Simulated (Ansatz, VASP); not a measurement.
**BN: VASP beside Ansatz**

```
B N
1.0
     0.00000    1.83102    1.83102
     1.83102    0.00000    1.83102
     1.83102    1.83102    0.00000
B N
1 1
Cartesian
  0.0000 0.0000 0.0000
  1.8310 1.8310 1.8310
```

Change from the starting cell: hydrostatic strain +4.9%.

Alike in both runs: task single point; functional PBE; k mesh 12 × 12 × 12; occupations fermi-dirac, width 0.02 eV; no spin polarisation.

|  | VASP | Ansatz |
| --- | --- | --- |
| version | VASP 6.6.1 | Ansatz 0.2.0 |
| potentials or method | VASP PAW PBE potentials, release 64 (B, N) | plane waves, PAW |
| plane-wave cutoff (eV) | 520 | 420 |
| valence electrons in the cell | 8 | 8 |

Ansatz gave:

```
pressure (GPa) : -38.8
```

Estimate VASP's values.

pressure (GPa): -39.0.

Both programs put the cell under strong tension, so it lies far from rest at this level.

Noted on VASP's run: the cell as given lies far from equilibrium.
